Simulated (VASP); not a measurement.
# Ti in VASP: notebook, part 2 of 2

VASP 6.6.1.

**3. Single point, r2SCAN (strain +0.015 along x and y, +0.015 along z)**

Input file POSCAR:

```
Ti
1.0
    0.0000000000      2.0604500000      2.0604500000
    2.0604500000      0.0000000000      2.0604500000
    2.0604500000      2.0604500000      0.0000000000
Ti
1
Direct
    0.0000000000      0.0000000000      0.0000000000
```

Input file INCAR.step1:

```
ALGO     = Normal         # electronic algorithm
EDIFF    = 1E-4           # SCF threshold, eV
ENCUT    = 520            # plane-wave cutoff, eV
GGA      = PE             # functional
ISMEAR   = 0              # smearing method
LASPH    = T              # aspherical terms in the spheres
LCHARG   = F              # write CHGCAR
LREAL    = F              # projectors in reciprocal space
LWAVE    = T              # write WAVECAR
NBANDS   = 12             # bands
NELM     = 100            # most SCF steps
PREC     = Accurate       # precision mode
SIGMA    = 0.15           # smearing width, eV
```

Input file INCAR.step2:

```
ALGO     = Normal         # electronic algorithm
EDIFF    = 1E-7           # SCF threshold, eV
ENCUT    = 520            # plane-wave cutoff, eV
ISIF     = 2              # what is computed and relaxed
ISMEAR   = 0              # smearing method
ISTART   = 1            
LASPH    = T              # aspherical terms in the spheres
LCHARG   = F              # write CHGCAR
LMIXTAU  = T            
LREAL    = F              # projectors in reciprocal space
LWAVE    = F              # write WAVECAR
METAGGA  = R2SCAN         # meta-GGA
NBANDS   = 12             # bands
NELM     = 100            # most SCF steps
PREC     = Accurate       # precision mode
SIGMA    = 0.15           # smearing width, eV
```

Input file KPOINTS:

```
k-points
0
Gamma
  20 20 20
```

Potentials or basis: VASP PAW PBE potentials, release 64 (Ti_sv).

Launch:

```
> cat potpaw_PBE.64/Ti_sv/POTCAR > POTCAR
> cp INCAR.step1 INCAR
> mpirun -np 1 vasp_std > vasp.out
> cp INCAR.step2 INCAR
> mpirun -np 1 vasp_std > vasp.out
```

OUTCAR:

```text
EDIFF = 1E-7
   ENCUT = 520
   ISIF = 2
   ISMEAR = 0
   ISTART = 1
   LASPH = T
   LREAL = F
   METAGGA = R2SCAN
   NELM = 100
   PREC = Accurate

 ion  position               nearest neighbor table
   1  0.000  0.000  0.000-

  LATTYP: Found a face centered cubic cell.
 ALAT       =     4.1209000000

  Lattice vectors:

 A1 = (   0.0000000000,   2.0604500000,   2.0604500000)
 A2 = (   2.0604500000,   0.0000000000,   2.0604500000)
 A3 = (   2.0604500000,   2.0604500000,   0.0000000000)

[... 537 lines left out ...]
     11      18.4480      0.00000
     12      23.7248      0.00000

 [... further k-points ...]

------------------------ aborting loop because EDIFF is reached ----------------------------------------

  FORCE on cell =-STRESS in cart. coord.  units (eV):
  Direction    XX          YY          ZZ          XY          YZ          ZX
  --------------------------------------------------------------------------------------
  -------------------------------------------------------------------------------------
  Total       -0.0457628     -0.0457628     -0.0457628     -0.0000000     -0.0000000      0.0000000
  in kB       -4.1908987     -4.1908987     -4.1908987     -0.0000000     -0.0000000      0.0000000
  external PRESSURE =      -4.1908987 kB  Pullay stress =       0.0000000 kB

 VOLUME and BASIS-vectors are now :
 -----------------------------------------------------------------------------
  energy-cutoff  :      520.00
  volume of cell :       17.50
      direct lattice vectors                 reciprocal lattice vectors
     0.000000000  2.060450000  2.060450000    -0.242665437  0.242665437  0.242665437
     2.060450000  0.000000000  2.060450000     0.242665437 -0.242665437  0.242665437
     2.060450000  2.060450000  0.000000000     0.242665437  0.242665437 -0.242665437

 POSITION                                       TOTAL-FORCE (eV/Angst)
 -----------------------------------------------------------------------------------
      0.00000      0.00000      0.00000         0.000000      0.000000      0.000000
 -----------------------------------------------------------------------------------
    total drift:                                0.000000      0.000000     -0.000000

  FREE ENERGIE OF THE ION-ELECTRON SYSTEM (eV)
  ---------------------------------------------------
  free  energy   TOTEN  =       -12.8885171927 eV

  energy  without entropy=      -12.8708521861  energy(sigma->0) =      -12.87968469
```

OUTCAR.step1:

```text
EDIFF = 1E-4
   ENCUT = 520
   GGA = PE
   ISMEAR = 0
   LASPH = T
[... 576 lines left out ...]

 POSITION                                       TOTAL-FORCE (eV/Angst)
 -----------------------------------------------------------------------------------
      0.00000      0.00000      0.00000        -0.000000      0.000000      0.000000
 -----------------------------------------------------------------------------------
    total drift:                               -0.000000     -0.000000     -0.000000

  FREE ENERGIE OF THE ION-ELECTRON SYSTEM (eV)
  ---------------------------------------------------
  free  energy   TOTEN  =        -7.7873330076 eV

  energy  without entropy=       -7.7676210777  energy(sigma->0) =       -7.77747704
```

OSZICAR.step1:

```text
N       E                     dE             d eps       ncg     rms          rms(c)
DAV:   1     0.878254527069E+02    0.87825E+02   -0.65032E+03  6148   0.119E+03
DAV:   2    -0.432469711017E+01   -0.92150E+02   -0.89700E+02  6240   0.298E+02
DAV:   3    -0.872586743582E+01   -0.44012E+01   -0.43580E+01  8704   0.659E+01
DAV:   4    -0.881539585257E+01   -0.89528E-01   -0.89420E-01  6908   0.838E+00
DAV:   5    -0.881755309114E+01   -0.21572E-02   -0.21572E-02  7492   0.114E+00    0.826E+00
DAV:   6    -0.779283014765E+01    0.10247E+01   -0.20967E+00  6672   0.216E+01    0.215E+00
DAV:   7    -0.777815268469E+01    0.14677E-01   -0.10367E-01  7544   0.373E+00    0.128E+00
DAV:   8    -0.778711101807E+01   -0.89583E-02   -0.37822E-02  6384   0.254E+00    0.186E-01
DAV:   9    -0.778730410460E+01   -0.19309E-03   -0.47005E-03  7824   0.817E-01    0.860E-02
DAV:  10    -0.778733300757E+01   -0.28903E-04   -0.24652E-04  6436   0.190E-01
   1 F= -.77873330E+01 E0= -.77774770E+01  d E =-.197119E-01
```

Wall time 71 s (1 thread of Intel Xeon 6975P-C (Granite Rapids), shared host); peak memory 0.18 GiB.

Results:

| Property | Result |
| --- | --- |
| Free energy | -12.8885 eV |
| Pressure | -0.4 GPa |
| Band gap on the k mesh | zero (band 6 reaches 9.15 eV, above the bottom of band 7 at 7.74 eV) |

Levels at points of the mesh, in eV from the Fermi level:
```tsv
k point	band 3	band 4	band 5	band 6	band 7	band 8	band 9	band 10
(0.00, 0.00, 0.00)	-33.87	-33.87	-6.45	1.00	1.00	1.00	2.78	2.78
(0.50, 0.00, 0.00)	-33.96	-33.96	-2.69	0.43	0.93	0.93	3.80	3.80
(0.50, 0.50, 0.00)	-34.11	-34.11	-2.62	-1.75	2.77	3.86	4.03	4.03
```

Caveat: the cell differs from its parent crystal (strain +0.015 along x and y, +0.015 along z); the PAW data sets were made with another functional, which shifts forces and pressure a little.

**4. Single point, r2SCAN (strain -0.030 along x and y, +0.000 along z)**

Input file POSCAR:

```
Ti
1.0
    0.0000000000      1.9691000000      2.0300000000
    1.9691000000      0.0000000000      2.0300000000
    1.9691000000      1.9691000000      0.0000000000
Ti
1
Direct
    0.0000000000      0.0000000000      0.0000000000
```

Input file INCAR.step1:

```
PREC = Accurate
ENCUT = 520
ISMEAR = 0
SIGMA = 0.15
LREAL = False
LASPH = True
NELM = 100
NBANDS = 12
GGA = PE
ALGO = Normal
EDIFF = 1E-4
LWAVE = True
LCHARG = False
```

Input file INCAR.step2:

```
PREC = Accurate
ENCUT = 520
EDIFF = 1E-6
ISMEAR = 0
SIGMA = 0.15
LREAL = False
LASPH = True
NELM = 100
ALGO = Normal
ISIF = 2
LWAVE = False
LCHARG = True
METAGGA = R2SCAN
LMIXTAU = True
LELF = True
LVHAR = True
NBANDS = 12
ISTART = 1
```

Input file KPOINTS:

```
Automatic mesh
0
Gamma
  20 20 20
```

Launch:

```
> cat potpaw_PBE.64/Ti_sv/POTCAR > POTCAR
> cp INCAR.step1 INCAR
> mpirun -np 1 vasp_std > vasp.out
> cp INCAR.step2 INCAR
> mpirun -np 1 vasp_std > vasp.out
```

Run time: 2.5 min. Hardware: 1 thread of Intel Xeon 6975P-C (Granite Rapids), shared host; peak memory 0.24 GiB.

Results (log left out):

```yaml
Free_energy: -12.8211 eV
Pressure: 13.2 GPa
Band_gap_on_the_k_mesh: zero (band 6 reaches 10.30 eV, above the bottom of band 7 at 8.77 eV)
```

Stress tensor (GPa, compression positive):
```
13.56  0.00  0.00
 0.00 13.56  0.00
 0.00  0.00 12.62
```

Levels at points of the mesh, in eV from the Fermi level:
```
           k point  band 4  band 5  band 6  band 7  band 8  band 9
(0.00, 0.00, 0.00)  -33.54   -6.67    0.89    1.16    1.16    2.94
(0.50, 0.00, 0.00)  -33.64   -2.94    0.74    0.81    1.11    4.23
(0.50, 0.50, 0.00)  -33.84   -3.03   -2.01    2.89    4.36    4.57
(0.50, 0.00, 0.50)  -33.85   -3.04   -2.11    3.55    4.34    4.47
```

Caveat: the cell differs from its parent crystal (strain -0.030 along x and y, +0.000 along z); the PAW data sets were made with another functional, which shifts forces and pressure a little.

**5. Single point, r2SCAN (strain +0.015 along x and y, +0.000 along z)**

Input file POSCAR:

```
Ti
1.0
    0.0000000000      2.0604500000      2.0300000000
    2.0604500000      0.0000000000      2.0300000000
    2.0604500000      2.0604500000      0.0000000000
Ti
1
Direct
    0.0000000000      0.0000000000      0.0000000000
```

Input file INCAR.step1:

```
ALGO = Normal
EDIFF = 1E-4
ENCUT = 520
GGA = PE
ISMEAR = 0
LASPH = True
LCHARG = False
LREAL = False
LWAVE = True
NBANDS = 12
NELM = 100
PREC = Accurate
SIGMA = 0.15
```

Input file INCAR.step2:

```
ALGO = Normal
EDIFF = 1E-6
ENCUT = 520
ISIF = 2
ISMEAR = 0
ISTART = 1
LASPH = True
LCHARG = True
LELF = True
LMIXTAU = True
LREAL = False
LVHAR = True
LWAVE = False
METAGGA = R2SCAN
NBANDS = 12
NELM = 100
PREC = Accurate
SIGMA = 0.15
```

Input file KPOINTS:

```
k-points
0
Gamma
  20 20 20
```

Launch:

```
> cat potpaw_PBE.64/Ti_sv/POTCAR > POTCAR
> cp INCAR.step1 INCAR
> mpirun -np 1 vasp_std > vasp.out
> cp INCAR.step2 INCAR
> mpirun -np 1 vasp_std > vasp.out
```

Run time: 2.7 min. Hardware: 1 thread of Intel Xeon 6975P-C (Granite Rapids), shared host; peak memory 0.25 GiB.

The run converged. Its results:

| Property | Result |
| --- | --- |
| Free energy | -12.8874 eV |
| Pressure | 1.2 GPa |
| Band gap on the k mesh | zero (band 6 reaches 9.30 eV, above the bottom of band 7 at 7.87 eV) |

Stress tensor (GPa, compression positive):
```
1.07 0.00 0.00
0.00 1.07 0.00
0.00 0.00 1.59
```

Levels at points of the mesh, in eV from the Fermi level:
```
           k point  band 3  band 4  band 5  band 6  band 7  band 8  band 9  band 10
(0.00, 0.00, 0.00)  -33.83  -33.82   -6.49    0.97    0.97    1.08    2.76     2.89
(0.50, 0.00, 0.00)  -33.92  -33.91   -2.72    0.47    0.87    1.00    3.84     3.90
(0.50, 0.50, 0.00)  -34.09  -34.09   -2.68   -1.83    3.05    3.92    4.11     4.11
(0.50, 0.00, 0.50)  -34.08  -34.06   -2.68   -1.78    2.75    3.93    4.06     4.15
```

Caveat: the cell differs from its parent crystal (strain +0.015 along x and y, +0.000 along z); the PAW data sets were made with another functional, which shifts forces and pressure a little.

**6. Overview**

```csv
cell,gap on the mesh (eV),pressure (GPa)
"a = 2.828 Å, angles 60.0°, 1 atom",none,11.0
"a = 2.914 Å, angles 60.0°, 1 atom",none,-0.4
"a = 2.828, b = 2.828, c = 2.785 Å, angles 60.5, 60.5, 59.0°, 1 atom",none,13.2
"a = 2.892, b = 2.892, c = 2.914 Å, angles 59.8, 59.8, 60.5°, 1 atom",none,1.2
```

Alike in all rows: task single point; level r2SCAN; potentials or basis VASP PAW PBE potentials, release 64 (Ti_sv); no spin polarisation; k mesh 20 × 20 × 20; cutoff (eV) 520; smearing gaussian 0.15 eV.

Caveats: the PAW data sets were made with another functional, which shifts forces and pressure a little.

Absolute energies hang on the potentials; compare differences alone.
